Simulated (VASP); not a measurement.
# CdS (P3m1) in VASP: settings compared, part 2 of 2

VASP 6.6.1.

**5. Single point, r2SCAN**

Input file POSCAR:

```
CdS
1.0
    4.2611695877      0.0000000000      0.0000000000
   -2.1305847939      3.6902811128      0.0000000000
    0.0000000000      0.0000000000      5.8041729400
Cd S
1 1
Direct
    0.0000000000      0.0000000000      0.4426919200
    0.6666666667      0.3333333333      0.4343080800
```

Input file INCAR.step1:

```
SYSTEM = CdS
PREC     = Accurate       ! precision mode
ENCUT    = 520            ! plane-wave cutoff, eV
ISMEAR   = 1              ! smearing method
SIGMA    = 0.025          ! smearing width, eV
LREAL    = .False.        ! projectors in reciprocal space
LASPH    = .True.         ! aspherical terms in the spheres
NELM     = 60             ! most SCF steps
NBANDS   = 16             ! bands
GGA      = PE             ! functional
ALGO     = Normal         ! electronic algorithm
EDIFF    = 1E-4           ! SCF threshold, eV
LWAVE    = .True.         ! write WAVECAR
LCHARG   = .False.        ! write CHGCAR
```

Input file INCAR.step2:

```
SYSTEM = CdS
PREC     = Accurate       ! precision mode
ENCUT    = 520            ! plane-wave cutoff, eV
EDIFF    = 1E-7           ! SCF threshold, eV
ISMEAR   = 1              ! smearing method
SIGMA    = 0.025          ! smearing width, eV
LREAL    = .False.        ! projectors in reciprocal space
LASPH    = .True.         ! aspherical terms in the spheres
NELM     = 60             ! most SCF steps
ALGO     = Normal         ! electronic algorithm
ISIF     = 2              ! what is computed and relaxed
LWAVE    = .False.        ! write WAVECAR
LCHARG   = .False.        ! write CHGCAR
METAGGA  = R2SCAN         ! meta-GGA
LMIXTAU  = .True.       
NBANDS   = 16             ! bands
ISTART   = 1
```

Input file KPOINTS:

```
Automatic mesh
0
Gamma
  6 6 4
  0 0 0
```

Potentials or basis: VASP PAW PBE potentials, release 64 (Cd, S).

Launch:

```console
$ cat potpaw_PBE.64/Cd/POTCAR potpaw_PBE.64/S/POTCAR > POTCAR
$ cp INCAR.step1 INCAR
$ mpirun -np 1 vasp_std > vasp.out
$ cp INCAR.step2 INCAR
$ mpirun -np 1 vasp_std > vasp.out
```

OUTCAR:

```text
SYSTEM = CdS
   PREC = Accurate
   ENCUT = 520
   EDIFF = 1E-7
   ISMEAR = 1
   LREAL = .False.
   LASPH = .True.
   NELM = 60
   ISIF = 2
   METAGGA = R2SCAN
   ISTART = 1

 ion  position               nearest neighbor table
   1  0.000  0.000  0.443-   2 2.46   2 2.46   2 2.46
   2  0.667  0.333  0.434-   1 2.46   1 2.46   1 2.46

  LATTYP: Found a hexagonal cell.
 ALAT       =     4.2611695877
 C/A-ratio  =     1.3621079426

  Lattice vectors:

 A1 = (   4.2611695877,   0.0000000000,   0.0000000000)
 A2 = (  -2.1305847939,   3.6902811128,   0.0000000000)
 A3 = (   0.0000000000,   0.0000000000,   5.8041729400)

Analysis of symmetry for initial positions (statically):
=====================================================================
 Subroutine PRICEL returns:
 Original cell was already a primitive cell.

 Routine SETGRP: Setting up the symmetry group for a
 hexagonal supercell.

 Subroutine GETGRP returns: Found  6 space group operations
 (whereof  6 operations were pure point group operations)
 out of a pool of 24 trial point group operations.

The static configuration has the point symmetry C_3v.

Analysis of symmetry for dynamics (positions and initial velocities):
=====================================================================
 Subroutine PRICEL returns:
 Original cell was already a primitive cell.

 Routine SETGRP: Setting up the symmetry group for a
 hexagonal supercell.

 Subroutine GETGRP returns: Found  6 space group operations
 (whereof  6 operations were pure point group operations)
 out of a pool of 24 trial point group operations.

The dynamic configuration has the point symmetry C_3v.

 Subroutine INISYM returns: Found  6 space group operations
 (whereof  6 operations are pure point group operations),
 and found     1 'primitive' translations

----------------------------------------------------------------------------------------

                                     Primitive cell

  volume of cell :      91.2701

  direct lattice vectors                    reciprocal lattice vectors
     4.261169588  0.000000000  0.000000000     0.234677353  0.135491033  0.000000000
    -2.130584794  3.690281113  0.000000000     0.000000000  0.270982066  0.000000000
     0.000000000  0.000000000  5.804172940     0.000000000  0.000000000  0.172289835

  length of vectors
     4.261169588  4.261169588  5.804172940     0.270982066  0.270982066  0.172289835

  position of ions in fractional coordinates (direct lattice)
     0.000000000  0.000000000  0.442691920
     0.666666667  0.333333333  0.434308080

  ion indices of the primitive-cell ions
   primitive index   ion index
                 1           1
                 2           2

----------------------------------------------------------------------------------------

 KPOINTS: Automatic mesh

Automatic generation of k-mesh.
 Grid dimensions read from file:
 generate k-points for:    6    6    4

 Generating k-lattice:

  Cartesian coordinates                     Fractional coordinates (reciprocal lattice)
     0.039112892  0.022581839  0.000000000     0.166666667 -0.000000000  0.000000000
     0.000000000  0.045163678  0.000000000     0.000000000  0.166666667  0.000000000
     0.000000000  0.000000000  0.043072459     0.000000000  0.000000000  0.250000000

  Length of vectors
     0.045163678  0.045163678  0.043072459

  Shift w.r.t. Gamma in fractional coordinates (k-lattice)
     0.000000000  0.000000000  0.000000000

 Subroutine IBZKPT returns following result:
 ===========================================

 Found     24 irreducible k-points:

 Following reciprocal coordinates:
            Coordinates               Weight
  0.000000  0.000000  0.000000      1.000000
  0.166667  0.000000  0.000000      6.000000
  0.333333  0.000000  0.000000      6.000000
  0.500000 -0.000000  0.000000      3.000000
  0.166667  0.166667  0.000000      6.000000
  0.333333  0.166667  0.000000     12.000000
[... 16 lines left out ...]
  0.333333  0.166667  0.500000     12.000000
  0.333333  0.333333  0.500000      2.000000
   k-points           NKPTS =     24   k-points in BZ     NKDIM =     24   number of bands    NBANDS=     16
   number of dos      NEDOS =    301   number of ions     NIONS =      2
   total plane-waves  NPLWV =  49152
   dimension x,y,z NGX =    32 NGY =   32 NGZ =   48
   dimension x,y,z NGXF=    64 NGYF=   64 NGZF=   96
   ions per type =               1   1
   NGX,Y,Z   is equivalent  to a cutoff of  12.48, 12.48, 13.75 a.u.
   NGXF,Y,Z  is equivalent  to a cutoff of  24.97, 24.97, 27.50 a.u.
 SYSTEM =  CdS
   PREC   = accura    normal or accurate (medium, high low for compatibility)
   ISTART =      1    job   : 0-new  1-cont  2-samecut
   ICHARG =      0    charge: 1-file 2-atom 10-const
   ISPIN  =      1    spin polarized calculation?
   LNONCOLLINEAR =      F non collinear calculations
   LSORBIT =      F    spin-orbit coupling
   LASPH  =      T    aspherical Exc in radial PAW
   ENCUT  =  520.0 eV  38.22 Ry    6.18 a.u.   7.92  7.92 10.79*2*pi/ulx,y,z
   NELM   =     60;   NELMIN=  2; NELMDL=  0     # of ELM steps
   EDIFF  = 0.1E-06   stopping-criterion for ELM
   LREAL  =      F    real-space projection
   EDIFFG = 0.1E-05   stopping-criterion for IOM
   NSW    =      0    number of steps for IOM
   IBRION =     -1    ionic relax: 0-MD 1-quasi-New 2-CG
   NFREE  =      0    steps in history (QN), initial steepest desc. (CG)
   ISIF   =      2    stress and relaxation
   ISYM   =      2    0-nonsym 1-usesym 2-fastsym
   POTIM  = 0.5000    time-step for ionic-motion
   TEBEG  =    0.0;   TEEND  =   0.0 temperature during run
   PSTRESS=    0.0 pullay stress
   NELECT =      18.0000    total number of electrons
   NUPDOWN=      -1.0000    fix difference up-down
   EMIN   =  10.00;   EMAX   =-10.00  energy-range for DOS
   EFERMI =   0.00;   METHOD = LEGACY
   ISMEAR =     1;   SIGMA  =   0.03  broadening in eV -4-tet -1-fermi 0-gaus
   EFERMI_NEDOS =   21; number of points for ismear=-14 and -15
   IALGO  =     38    algorithm
   IMIX   =      4    mixing-type and parameters
     AMIX     =   0.40;   BMIX     =  1.00
     AMIX_MAG =   1.60;   BMIX_MAG =  1.00
  volume/ion in A,a.u.               =      45.64       307.96
  Fermi-wavevector in a.u.,A,eV,Ry     =   0.952919  1.800756 12.354841  0.908055
  Thomas-Fermi vector in A             =   2.081527
   LORBIT       =      0    0 simple, 1 ext, 2 COOP (PROOUT), +10 PAW based schemes
   METAGGA = R2SCAN    functional components
   LHFCALC =     F    Hartree Fock is set to
   AEXX    =    0.0000 exact exchange contribution
   IVDW    =     0    specifies the selected vdW correction
   LEPSILON=     F    determine dielectric tensor
   LRPA    =     F    only Hartree local field effects (RPA)
 non-spin polarized calculation
 Methfessel and Paxton  Order N= 1 SIGMA  =   0.03
  energy-cutoff  :      520.00
  volume of cell :       91.27
 maximum number of plane-waves:      2490
   NGX = 15   NGY = 15   NGZ = 21

 number of electron      18.0000002 magnetization

 Free energy of the ion-electron system (eV)
  ---------------------------------------------------
  ext. energy  EPLUGINS =         0.00000000
  ---------------------------------------------------
  free energy    TOTEN  =       -29.02436015 eV

  energy without entropy =      -29.02444182  energy(sigma->0) =      -29.02438738

 E-fermi :  -2.3207     XC(G=0):  -6.4645

 val. band max:       -2.3397232160   @ k =   0.0000   0.0000   0.5000
 cond. band min:      -0.4383271945   @ k =   0.0000   0.0000   0.0000
 fundamental gap:      1.9013960215
 Fermi energy:        -2.3206946950

 k-point     1 :       0.0000    0.0000    0.0000
  band No.  band energies     occupation
      1     -14.4571      2.00000
      2     -10.2310      2.00000
      3     -10.2310      2.00000
      4      -9.7130      2.00000
      5      -9.7130      2.00000
      6      -9.5163      2.00000
[... 8 lines left out ...]
     15       9.0778      0.00000
     16       9.9547      0.00000
[... 419 lines left out ...]
 k-point    24 :       0.3333    0.3333    0.5000
  band No.  band energies     occupation
      1     -14.0754      2.00000
      2      -9.9904      2.00000
      3      -9.8869      2.00000
      4      -9.8203      2.00000
      5      -9.7538      2.00000
      6      -9.1167      2.00000
[... 8 lines left out ...]
     15       7.6070      0.00000
     16       9.1086      0.00000

------------------------ aborting loop because EDIFF is reached ----------------------------------------

  FORCE on cell =-STRESS in cart. coord.  units (eV):
  Direction    XX          YY          ZZ          XY          YZ          ZX
  --------------------------------------------------------------------------------------
  -------------------------------------------------------------------------------------
  Total       -0.5548894     -0.5548894     -0.0497069      0.0000000      0.0000000     -0.0000000
  in kB       -9.7406603     -9.7406603     -0.8725664      0.0000000      0.0000000     -0.0000000
  external PRESSURE =      -6.7846290 kB  Pullay stress =       0.0000000 kB

 VOLUME and BASIS-vectors are now :
 -----------------------------------------------------------------------------
  energy-cutoff  :      520.00
  volume of cell :       91.27
      direct lattice vectors                 reciprocal lattice vectors
     4.261169588  0.000000000  0.000000000     0.234677353  0.135491033  0.000000000
    -2.130584794  3.690281113  0.000000000     0.000000000  0.270982066  0.000000000
     0.000000000  0.000000000  5.804172940     0.000000000  0.000000000  0.172289835

 POSITION                                       TOTAL-FORCE (eV/Angst)
 -----------------------------------------------------------------------------------
      0.00000      0.00000      2.56946        -0.000000     -0.000000     -0.012948
      2.13058      1.23009      2.52080         0.000000      0.000000      0.012948
 -----------------------------------------------------------------------------------
    total drift:                                0.000007     -0.000004      0.000085

  FREE ENERGIE OF THE ION-ELECTRON SYSTEM (eV)
  ---------------------------------------------------
  free  energy   TOTEN  =       -29.0243601550 eV

  energy  without entropy=      -29.0244418227  energy(sigma->0) =      -29.02438738
```

Wall time 99 s (1 thread of Intel Xeon Platinum 8259CL at 2.50GHz (Skylake/Cascade Lake), shared host); peak memory 0.23 GiB.

What came out:

| Property | Result |
| --- | --- |
| Free energy | -29.0244 eV |
| Pressure | -0.7 GPa |
| Largest force | 0.013 eV/Å |
| Band gap on the k mesh | 1.90 eV, indirect (the least direct gap lies 4.4 meV higher) |

Forces on the atoms (eV/Å):
```
Cd   0.000  0.000 -0.013
S    0.000  0.000  0.013
```

Caveat: the PAW data sets were made with another functional, which shifts forces and pressure a little.

**6. Single point, r2SCAN**

POSCAR is that of step 5.

Input file INCAR.step1:

```
ALGO     = Normal         # electronic algorithm
EDIFF    = 1E-4           # SCF threshold, eV
ENCUT    = 520            # plane-wave cutoff, eV
GGA      = PE             # functional
ISMEAR   = 1              # smearing method
LASPH    = T              # aspherical terms in the spheres
LCHARG   = F              # write CHGCAR
LREAL    = F              # projectors in reciprocal space
LWAVE    = T              # write WAVECAR
NBANDS   = 16             # bands
NELM     = 100            # most SCF steps
PREC     = Accurate       # precision mode
SIGMA    = 0.01           # smearing width, eV
```

Input file INCAR.step2:

```
ALGO     = Normal         # electronic algorithm
EDIFF    = 1E-7           # SCF threshold, eV
ENCUT    = 520            # plane-wave cutoff, eV
ISIF     = 2              # what is computed and relaxed
ISMEAR   = 1              # smearing method
ISTART   = 1            
LASPH    = T              # aspherical terms in the spheres
LCHARG   = F              # write CHGCAR
LMIXTAU  = T            
LREAL    = F              # projectors in reciprocal space
LWAVE    = F              # write WAVECAR
METAGGA  = R2SCAN         # meta-GGA
NBANDS   = 16             # bands
NELM     = 100            # most SCF steps
PREC     = Accurate       # precision mode
SIGMA    = 0.01           # smearing width, eV
```

Input file KPOINTS:

```
k-points
0
Gamma
  6 6 4
```

Potentials or basis: VASP PAW PBE potentials, release 64 (Cd, S).

Launch:

```console
$ cat potpaw_PBE.64/Cd/POTCAR potpaw_PBE.64/S/POTCAR > POTCAR
$ cp INCAR.step1 INCAR
$ mpirun -np 1 vasp_std > vasp.out
$ cp INCAR.step2 INCAR
$ mpirun -np 1 vasp_std > vasp.out
```

OUTCAR:

```text
EDIFF = 1E-7
   ENCUT = 520
   ISIF = 2
   ISMEAR = 1
   ISTART = 1
   LASPH = T
   LREAL = F
   METAGGA = R2SCAN
   NELM = 100
   PREC = Accurate

 ion  position               nearest neighbor table
   1  0.000  0.000  0.443-   2 2.46   2 2.46   2 2.46
   2  0.667  0.333  0.434-   1 2.46   1 2.46   1 2.46

  LATTYP: Found a hexagonal cell.
 ALAT       =     4.2611695877
 C/A-ratio  =     1.3621079426

  Lattice vectors:

[... 637 lines left out ...]
     15       7.6070      0.00000
     16       9.1086      0.00000

------------------------ aborting loop because EDIFF is reached ----------------------------------------

  FORCE on cell =-STRESS in cart. coord.  units (eV):
  Direction    XX          YY          ZZ          XY          YZ          ZX
  --------------------------------------------------------------------------------------
  -------------------------------------------------------------------------------------
  Total       -0.5548834     -0.5548834     -0.0497398      0.0000000      0.0000000      0.0000000
  in kB       -9.7405557     -9.7405557     -0.8731450      0.0000000      0.0000000      0.0000000
  external PRESSURE =      -6.7847521 kB  Pullay stress =       0.0000000 kB

 VOLUME and BASIS-vectors are now :
 -----------------------------------------------------------------------------
  energy-cutoff  :      520.00
  volume of cell :       91.27
      direct lattice vectors                 reciprocal lattice vectors
     4.261169588  0.000000000  0.000000000     0.234677353  0.135491033  0.000000000
    -2.130584794  3.690281113  0.000000000     0.000000000  0.270982066  0.000000000
     0.000000000  0.000000000  5.804172940     0.000000000  0.000000000  0.172289835

 POSITION                                       TOTAL-FORCE (eV/Angst)
 -----------------------------------------------------------------------------------
      0.00000      0.00000      2.56946         0.000000     -0.000000     -0.012947
      2.13058      1.23009      2.52080        -0.000000      0.000000      0.012947
 -----------------------------------------------------------------------------------
    total drift:                                0.000007     -0.000004      0.000085

  FREE ENERGIE OF THE ION-ELECTRON SYSTEM (eV)
  ---------------------------------------------------
  free  energy   TOTEN  =       -29.0244100672 eV

  energy  without entropy=      -29.0244446902  energy(sigma->0) =      -29.02442161
```

OUTCAR.step1:

```text
EDIFF = 1E-4
   ENCUT = 520
   GGA = PE
   ISMEAR = 1
   LASPH = T
[... 674 lines left out ...]
 -----------------------------------------------------------------------------------
      0.00000      0.00000      2.56946        -0.000000     -0.000000     -0.002186
      2.13058      1.23009      2.52080         0.000000      0.000000      0.002186
 -----------------------------------------------------------------------------------
    total drift:                                0.000001     -0.000000      0.000098

  FREE ENERGIE OF THE ION-ELECTRON SYSTEM (eV)
  ---------------------------------------------------
  free  energy   TOTEN  =        -5.6467571440 eV

  energy  without entropy=       -5.6467571440  energy(sigma->0) =       -5.64675714
```

OSZICAR.step1:

```text
N       E                     dE             d eps       ncg     rms          rms(c)
DAV:   1     0.109869566428E+03    0.10987E+03   -0.79719E+03   768   0.940E+02
DAV:   2    -0.677860195263E+00   -0.11055E+03   -0.10493E+03   936   0.235E+02
DAV:   3    -0.638199562330E+01   -0.57041E+01   -0.56829E+01   976   0.545E+01
DAV:   4    -0.643546786416E+01   -0.53472E-01   -0.53465E-01   984   0.511E+00
DAV:   5    -0.643651374449E+01   -0.10459E-02   -0.10459E-02   976   0.680E-01    0.752E+00
DAV:   6    -0.568315616240E+01    0.75336E+00   -0.13299E+00  1112   0.126E+01    0.595E+00
DAV:   7    -0.564770767919E+01    0.35448E-01   -0.28980E-01   936   0.350E+00    0.290E+00
DAV:   8    -0.564636208084E+01    0.13456E-02   -0.28760E-02   912   0.201E+00    0.307E-01
DAV:   9    -0.564608106219E+01    0.28102E-03   -0.34192E-03   952   0.747E-01    0.123E-01
DAV:  10    -0.564647972180E+01   -0.39866E-03   -0.42804E-04   824   0.154E-01    0.109E-01
DAV:  11    -0.564676919927E+01   -0.28948E-03   -0.32326E-04   816   0.124E-01    0.483E-02
DAV:  12    -0.564675714395E+01    0.12055E-04   -0.33114E-05   752   0.688E-02
   1 F= -.56467571E+01 E0= -.56467571E+01  d E =0.713942E-24
```

Wall time 100 s (1 thread of Intel Xeon Platinum 8259CL at 2.50GHz (Skylake/Cascade Lake), shared host); peak memory 0.23 GiB.

What came out:

- Free energy: -29.0244 eV
- Pressure: -0.7 GPa
- Largest force: 0.013 eV/Å
- Band gap on the k mesh: 1.90 eV, indirect (the least direct gap lies 4.4 meV higher)

Forces in eV/Å, atoms in the order of the input:
```
Cd   0.000  0.000 -0.013
S    0.000  0.000  0.013
```

Stress tensor (GPa, compression positive):
```
-0.97  0.00  0.00
 0.00 -0.97  0.00
 0.00  0.00 -0.09
```

Levels at points of the mesh, in eV from the valence-band top:
```
           k point  band 6  band 7  band 8  band 9  band 10  band 11  band 12  band 13
(0.00, 0.00, 0.00)   -7.18   -1.12    0.00    0.00     1.90     5.90     7.43     7.43
(0.50, 0.00, 0.00)   -6.96   -3.61   -1.34   -0.22     4.11     5.58     7.09     7.85
(0.00, 0.00, 0.50)   -7.17   -1.33    0.00    0.00     2.23     5.37     7.48     7.48
(0.50, 0.00, 0.50)   -6.95   -3.58   -1.33   -0.33     4.29     4.60     8.10     8.53
```

Caveat: the PAW data sets were made with another functional, which shifts forces and pressure a little.

**7. The runs side by side**

```tsv
level	k mesh	smearing	gap on the mesh (eV)	pressure (GPa)	largest force (eV/Å)
PBE	5 × 5 × 4	methfessel-paxton 0.1 eV	1.47	-0.1	-
PBE	7 × 7 × 4	methfessel-paxton 0.1 eV	1.47	-0.1	-
r2SCAN	6 × 6 × 4	methfessel-paxton 0.05 eV	1.90	-0.7	0.01
r2SCAN	6 × 6 × 4	methfessel-paxton 0.025 eV	1.90	-0.7	0.01
r2SCAN	6 × 6 × 4	methfessel-paxton 0.01 eV	1.90	-0.7	0.01
```

Alike in all rows: task single point; potentials or basis VASP PAW PBE potentials, release 64 (Cd, S); no spin polarisation; cell as given; cutoff (eV) 520.

On the cell as given the gap runs from 1.47 eV (PBE) to 1.90 eV (r2SCAN); the meshes differ, which moves gaps too. The pressure there spans -0.7 GPa (r2SCAN) to -0.1 GPa (PBE); a positive pressure means that this level wants a larger cell, a negative one a smaller.

Caveats: the PAW data sets were made with another functional, which shifts forces and pressure a little (some runs).

Absolute energies hang on the potentials; compare differences alone.
